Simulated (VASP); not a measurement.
# Ca (Fm-3m) in VASP: further runs, part 2 of 2

VASP 6.6.1. Earlier steps stand in the parts before.

**4. Electric field gradients, PBEsol (42.76 Å³/atom)**

This run uses another cell than the first one, of 42.76 Å³/atom.

The input, INCAR:

```
SYSTEM = Ca
  PREC = Accurate
  ENCUT = 520
  EDIFF = 1E-8
  ISMEAR = -1
  SIGMA = 0.05
  LREAL = .FALSE.
  LASPH = .TRUE.
  NELM = 100
  ALGO = Normal
  ISIF = 2
  LWAVE = .FALSE.
  LCHARG = .FALSE.
  GGA = PS
  LEFG = .TRUE.
  NBANDS = 11
```

The input, KPOINTS:

```
regular mesh
0
G
  11 11 11
  0 0 0
```

The input, POSCAR:

```
Ca
1.0
    0.0000000000      2.7754464148      2.7754464148
    2.7754464148      0.0000000000      2.7754464148
    2.7754464148      2.7754464148      0.0000000000
Ca
1
Direct
    0.0000000000      0.0000000000      0.0000000000
```

Potentials or basis: VASP PAW PBE potentials, release 64 (Ca_sv).

Run with:

```bash
> cat potpaw_PBE.64/Ca_sv/POTCAR > POTCAR
> mpirun -np 1 vasp_std > vasp.out
```

OUTCAR:

```text
SYSTEM = Ca
   PREC = Accurate
   ENCUT = 520
   EDIFF = 1E-8
   ISMEAR = -1
   LREAL = .FALSE.
   LASPH = .TRUE.
   NELM = 100
   ISIF = 2
   GGA = PS

 ion  position               nearest neighbor table
   1  0.000  0.000  0.000-

  LATTYP: Found a face centered cubic cell.
 ALAT       =     5.5508928296

  Lattice vectors:

 A1 = (   0.0000000000,   2.7754464148,   2.7754464148)
 A2 = (   2.7754464148,   0.0000000000,   2.7754464148)
 A3 = (   2.7754464148,   2.7754464148,   0.0000000000)

Analysis of symmetry for initial positions (statically):
=====================================================================
 Subroutine PRICEL returns:
 Original cell was already a primitive cell.

 Routine SETGRP: Setting up the symmetry group for a
 face centered cubic supercell.

[... 519 lines left out ...]
  external PRESSURE =      -8.6387239 kB  Pullay stress =       0.0000000 kB

 VOLUME and BASIS-vectors are now :
 -----------------------------------------------------------------------------
  energy-cutoff  :      520.00
  volume of cell :       42.76
      direct lattice vectors                 reciprocal lattice vectors
     0.000000000  2.775446415  2.775446415    -0.180151199  0.180151199  0.180151199
     2.775446415  0.000000000  2.775446415     0.180151199 -0.180151199  0.180151199
     2.775446415  2.775446415  0.000000000     0.180151199  0.180151199 -0.180151199

 POSITION                                       TOTAL-FORCE (eV/Angst)
 -----------------------------------------------------------------------------------
      0.00000      0.00000      0.00000         0.000000      0.000000      0.000000
 -----------------------------------------------------------------------------------
    total drift:                               -0.000000     -0.000000     -0.000000

  FREE ENERGIE OF THE ION-ELECTRON SYSTEM (eV)
  ---------------------------------------------------
  free  energy   TOTEN  =        -2.1341738221 eV

  energy  without entropy=       -2.1230973988  energy(sigma->0) =       -2.12863561

 Electric field gradients (V/A^2)
---------------------------------------------------------------------
 ion       V_xx      V_yy      V_zz      V_xy      V_xz      V_yz
---------------------------------------------------------------------
   1      -0.000     0.000    -0.000     0.000     0.000     0.000
---------------------------------------------------------------------

 Electric field gradients after diagonalization (V/A^2)
 (convention: |V_zz| > |V_xx| > |V_yy|)
----------------------------------------------------------------------
 ion       V_xx      V_yy      V_zz     asymmetry (V_yy - V_xx)/ V_zz
----------------------------------------------------------------------
   1      -0.000    -0.000     0.000       0.000
----------------------------------------------------------------------

           NMR quadrupolar parameters

 Cq : quadrupolar parameter    Cq=e*Q*V_zz/h
 eta: asymmetry parameters     (V_yy - V_xx)/ V_zz
 Q  : nuclear electric quadrupole moment in mb (millibarn)
----------------------------------------------------------------------
 ion       Cq(MHz)       eta       Q (mb)
----------------------------------------------------------------------
   1       0.000       0.000       1.000
----------------------------------------------------------------------
```

OSZICAR:

```text
N       E                     dE             d eps       ncg     rms          rms(c)
DAV:   1     0.663469823889E+02    0.66347E+02   -0.49470E+03  1232   0.814E+02
DAV:   2    -0.600313782721E+00   -0.66947E+02   -0.66315E+02  1358   0.210E+02
DAV:   3    -0.207709253339E+01   -0.14768E+01   -0.14578E+01  1784   0.303E+01
DAV:   4    -0.214118036355E+01   -0.64088E-01   -0.63908E-01  1607   0.491E+00
DAV:   5    -0.214214183075E+01   -0.96147E-03   -0.96137E-03  1715   0.548E-01    0.229E+00
DAV:   6    -0.213691531302E+01    0.52265E-02   -0.74871E-03  1522   0.102E+00    0.137E+00
DAV:   7    -0.213431755497E+01    0.25978E-02   -0.13913E-02  1310   0.144E+00    0.892E-02
DAV:   8    -0.213416907979E+01    0.14848E-03   -0.10515E-03  1502   0.278E-01    0.185E-02
DAV:   9    -0.213417376315E+01   -0.46834E-05   -0.68885E-05  1582   0.718E-02    0.547E-03
DAV:  10    -0.213417416589E+01   -0.40274E-06   -0.58190E-06  1899   0.202E-02    0.700E-04
DAV:  11    -0.213417375910E+01    0.40680E-06   -0.18137E-07  1958   0.408E-03    0.578E-04
DAV:  12    -0.213417383090E+01   -0.71806E-07   -0.11725E-08  1155   0.122E-03    0.949E-05
DAV:  13    -0.213417382206E+01    0.88451E-08   -0.82024E-10   826   0.258E-04
   1 F= -.21341738E+01 E0= -.21286356E+01  d E =-.110764E-01
```

stdout:

```text
POSCAR found type information on POSCAR Ca
 POSCAR found :  1 types and       1 ions
 scaLAPACK will be used
 -----------------------------------------------------------------------------
|                                                                             |
|                                                                             |
|     You enforced a specific xc type in the INCAR file but a different       |
|     I HOPE YOU KNOW WHAT YOU ARE DOING!                                     |
|                                                                             |
 -----------------------------------------------------------------------------

 LDA part: xc-table for (Slater+PW92), standard interpolation
 POSCAR, INCAR and KPOINTS ok, starting setup
 FFT: planning ... GRIDC
 FFT: planning ... GRID_SOFT
 FFT: planning ... GRID
 WAVECAR not read
 entering main loop
ion   1
```

It took 36 s on 1 thread of AMD EPYC 7R43 (Zen 3), shared host; peak memory 0.14 GiB.

Results:

* Free energy: -2.1342 eV
* Pressure: -0.9 GPa
* Band gap on the k mesh: zero (bands 5 and 6 overlap by 0.28 eV)
* Largest electric field gradient by atom: under 0.05 V/Å² on every atom

Caveat: the PAW data sets were made with another functional, which shifts forces and pressure a little.

**5. Electric field gradients, PBEsol (43.20 Å³/atom)**

This run uses another cell than the first one, of 43.20 Å³/atom.

The input, INCAR:

```
PREC = Accurate ; ENCUT = 520
EDIFF = 1E-8 ; ISMEAR = -1
SIGMA = 0.05 ; LREAL = False
LASPH = True ; NELM = 80
ALGO = Normal ; ISIF = 2
LWAVE = False ; LCHARG = False
GGA = PS ; LEFG = True
NBANDS = 11
```

The input, KPOINTS:

```
Automatic mesh
0
Gamma
  11 11 11
```

The input, POSCAR:

```
Ca
1.0
    0.0000000000      2.7848547797      2.7848547797
    2.7848547797      0.0000000000      2.7848547797
    2.7848547797      2.7848547797      0.0000000000
Ca
1
Direct
    0.0000000000      0.0000000000      0.0000000000
```

Potentials or basis: VASP PAW PBE potentials, release 64 (Ca_sv).

Run with:

```bash
> cat potpaw_PBE.64/Ca_sv/POTCAR > POTCAR
> mpirun -np 1 vasp_std > vasp.out
```

OUTCAR:

```text
PREC = Accurate
   ENCUT = 520
   EDIFF = 1E-8
   ISMEAR = -1
   LREAL = False
   LASPH = True
   NELM = 80
   ISIF = 2
   GGA = PS

 ion  position               nearest neighbor table
   1  0.000  0.000  0.000-

  LATTYP: Found a face centered cubic cell.
 ALAT       =     5.5697095594

  Lattice vectors:

 A1 = (   0.0000000000,   2.7848547797,   2.7848547797)
 A2 = (   2.7848547797,   0.0000000000,   2.7848547797)
[... 544 lines left out ...]
    total drift:                               -0.000000     -0.000000     -0.000000

  FREE ENERGIE OF THE ION-ELECTRON SYSTEM (eV)
  ---------------------------------------------------
  free  energy   TOTEN  =        -2.1317014903 eV

  energy  without entropy=       -2.1205723274  energy(sigma->0) =       -2.12613691

 Electric field gradients (V/A^2)
---------------------------------------------------------------------
 ion       V_xx      V_yy      V_zz      V_xy      V_xz      V_yz
---------------------------------------------------------------------
   1      -0.000    -0.000     0.000     0.000     0.000     0.000
---------------------------------------------------------------------

 Electric field gradients after diagonalization (V/A^2)
 (convention: |V_zz| > |V_xx| > |V_yy|)
----------------------------------------------------------------------
 ion       V_xx      V_yy      V_zz     asymmetry (V_yy - V_xx)/ V_zz
----------------------------------------------------------------------
   1      -0.000    -0.000     0.001       0.000
----------------------------------------------------------------------

           NMR quadrupolar parameters

 Cq : quadrupolar parameter    Cq=e*Q*V_zz/h
 eta: asymmetry parameters     (V_yy - V_xx)/ V_zz
 Q  : nuclear electric quadrupole moment in mb (millibarn)
----------------------------------------------------------------------
 ion       Cq(MHz)       eta       Q (mb)
----------------------------------------------------------------------
   1       0.000       0.000       1.000
----------------------------------------------------------------------
```

stdout:

```text
POSCAR found type information on POSCAR Ca
 POSCAR found :  1 types and       1 ions
 scaLAPACK will be used
 -----------------------------------------------------------------------------
|                                                                             |
|                                                                             |
|     You enforced a specific xc type in the INCAR file but a different       |
|     I HOPE YOU KNOW WHAT YOU ARE DOING!                                     |
|                                                                             |
 -----------------------------------------------------------------------------

 LDA part: xc-table for (Slater+PW92), standard interpolation
 POSCAR, INCAR and KPOINTS ok, starting setup
 FFT: planning ... GRIDC
 FFT: planning ... GRID_SOFT
 FFT: planning ... GRID
 WAVECAR not read
 entering main loop
ion   1
```

It took 42 s on 1 thread of AMD EPYC 7R43 (Zen 3), shared host; peak memory 0.13 GiB.

What came out:

```yaml
Free_energy: -2.1317 eV
Pressure: -1.0 GPa
Band_gap_on_the_k_mesh: zero (bands 5 and 6 overlap by 0.29 eV)
Largest_electric_field_gradient_by_atom: under 0.05 V/Å² on every atom
```

Levels at points of the mesh, in eV from the Fermi level:
| k point | band 1 | band 2 | band 3 | band 4 | band 5 | band 6 | band 7 | band 8 | band 9 | band 10 |
| --- | --- | --- | --- | --- | --- | --- | --- | --- | --- | --- |
| (0.00, 0.00, 0.00) | -41.89 | -22.89 | -22.89 | -22.89 | -3.99 | 2.30 | 2.30 | 2.30 | 3.35 | 3.35 |

Caveat: the PAW data sets were made with another functional, which shifts forces and pressure a little.

**6. The runs side by side**

| cell | gap on the mesh (eV) | pressure (GPa) |
| --- | --- | --- |
| a = 3.952 Å, angles 60.0°, 1 atom | none | -1.2 |
| a = 3.925 Å, angles 60.0°, 1 atom | none | -0.9 |
| a = 3.938 Å, angles 60.0°, 1 atom | none | -1.0 |

Alike in all rows: task electric field gradients; level PBEsol; potentials or basis VASP PAW PBE potentials, release 64 (Ca_sv); no spin polarisation; k mesh 11 × 11 × 11; cutoff (eV) 520; smearing fermi-dirac 0.05 eV.

Caveats: the PAW data sets were made with another functional, which shifts forces and pressure a little.

Total energies depend on the potentials used, so only differences within one code and one set of settings carry meaning.
